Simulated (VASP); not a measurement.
A run of VASP 6.6.1 is set up as follows.

File INCAR:

```
  PREC = Accurate
  ENCUT = 600
  EDIFF = 1E-6
  ISMEAR = 0
  SIGMA = 0.1
  LREAL = False
  LASPH = True
  NELM = 80
  ALGO = Normal
  ISIF = 3
  LWAVE = False
  LCHARG = False
  GGA = PE
  IBRION = 2
  NSW = 90
  EDIFFG = -0.04
```

The input KPOINTS:

```
regular mesh
0
Gamma
  6 6 4
```

Contents of POSCAR:

```
ZnH2
1.0
    2.0726673700     -2.4064243600      0.0000000000
    2.0726673700      2.4064243600      0.0000000000
    0.0000000000      0.0000000000      5.7345401100
Zn H
1 2
Direct
    0.5000000000      0.5000000000      0.0000000000
    0.0000000000      0.0000000000      0.0000000000
    0.5000000000      0.5000000000      0.5000000000
```

Potentials or basis: VASP PAW PBE potentials, release 64 (Zn, H).

Run with:

```console
$ cat potpaw_PBE.64/Zn/POTCAR potpaw_PBE.64/H/POTCAR > POTCAR
$ mpirun -np 1 vasp_std > vasp.out
```

Problem. Predict the relaxed cell.

Solution. a = 2.828 Å, b = 2.828 Å, c = 3.374 Å, α = 90.00°, β = 90.00°, γ = 90.39°.

Problem. What does it give for the space group after relaxing (to 0.05 Å)?

Solution. P4/mmm (No. 123).

Problem. Estimate the relaxed volume.

Solution. 8.99 Å³/atom.

Problem. Predict the band gap on the k mesh.

Solution. Zero (band 7 reaches 2.07 eV, above the bottom of band 8 at -0.24 eV).

The path:
| step | energy change (eV) | largest force (eV/Å) | pressure (GPa) | volume (Å³) |
| --- | --- | --- | --- | --- |
| 1 | 0.0000 | 0.0000 | -8.55 | 57.20 |
| 2 | -0.5099 | 0.0000 | -9.00 | 49.16 |
| 3 | -1.6252 | 0.0000 | 2.15 | 29.36 |
| 4 | -1.9643 | 0.0000 | 5.32 | 26.80 |
| 5 | -1.4705 | 0.0000 | 47.10 | 19.82 |
| 6 | -2.1328 | 0.0000 | 9.78 | 24.99 |
| 7 | -2.1768 | 0.0000 | 15.98 | 23.43 |
| 8 | -2.4010 | 0.0000 | 8.77 | 24.84 |
| 9 | -2.5056 | 0.0000 | 3.52 | 26.44 |
| 10 | -2.4560 | 0.0000 | -1.78 | 29.67 |
| 11 | -2.5246 | 0.0000 | 1.09 | 27.61 |
| 12 | -2.5248 | 0.0000 | 1.28 | 27.53 |
| 13 | -2.5410 | 0.0000 | -0.11 | 27.81 |
| 14 | -2.5485 | 0.0000 | -1.52 | 28.15 |
| 15 | -2.5558 | 0.0000 | -1.03 | 27.83 |
| 16 | -2.5675 | 0.0000 | 0.83 | 26.91 |
| 17 | -2.5682 | 0.0000 | 1.45 | 26.63 |
| 18 | -2.5731 | 0.0000 | 0.68 | 26.85 |
| 19 | -2.5738 | 0.0000 | 0.30 | 26.98 |

Caveat: the volume moved by over 15 % at a fixed basis, so the end points are rough.
